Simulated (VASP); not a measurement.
## Cu: relaxation of cell and atoms with PBE

Crystal: Cu.

```
Cu
1.0
     0.00000    1.80500    1.80500
     1.80500    0.00000    1.80500
     1.80500    1.80500    0.00000
Cu
1
Cartesian
  0.0000 0.0000 0.0000
```

* Program: VASP 6.6.1
* Task: relaxation of cell and atoms
* Functional: PBE
* Potentials or basis: VASP PAW PBE potentials, release 64 (Cu)
* Cutoff: 600 eV
* k mesh: 26 × 26 × 26
* Occupations: methfessel-paxton, width 0.1 eV
* Spin: no spin polarisation
* Dipole correction: no
* Further INCAR settings: ALGO = Normal; EDIFF = 1e-06; IBRION = 2; EDIFFG = -0.005; NSW = 60; ISIF = 3

The relaxed volume is 12.01 Å³/atom, the relaxed cell is a = 2.570 Å, b = 2.570 Å, c = 2.570 Å, α = 60.00°, β = 60.00°, γ = 60.00° and the space group after relaxing (to 0.05 Å) is Fm-3m (No. 225). The energy gained by relaxing is 2.2 meV/atom, the ionic steps are 3 and the pressure after relaxing is 0.0 GPa.

The path:
```csv
step,energy change (eV),largest force (eV/Å),pressure (GPa),volume (Å³)
1,0.0000,0.0000,3.01,11.76
2,-0.0016,0.0000,-1.49,12.14
3,-0.0022,0.0000,0.04,12.01
```

Final structure:
```cif
data_structure
_symmetry_space_group_name_H-M 'P 1'
_symmetry_Int_Tables_number 1
_cell_length_a 2.5703
_cell_length_b 2.5703
_cell_length_c 2.5703
_cell_angle_alpha 60.000
_cell_angle_beta 60.000
_cell_angle_gamma 60.000
_cell_volume 12.01
loop_
_atom_site_label
_atom_site_type_symbol
_atom_site_fract_x
_atom_site_fract_y
_atom_site_fract_z
_atom_site_occupancy
Cu1 Cu 0.00000 0.00000 0.00000 1
```

Levels at points of the mesh, in eV from the Fermi level:
```
           k point  band 3  band 4  band 5  band 6  band 7  band 8  band 9
(0.00, 0.00, 0.00)   -3.00   -3.00   -2.20   -2.20   22.44   24.96   24.96
(0.50, 0.00, 0.00)   -3.03   -1.64   -1.64   -0.98    3.65   20.94   21.79
(0.50, 0.50, 0.00)   -1.66   -1.50   -1.50    1.49    6.98   12.93   12.93
```

Wall time 3.1 min on 1 thread of AMD EPYC 7R43 64-Core Processor (Zen 3), with other jobs on the host, peak memory 0.15 GiB.
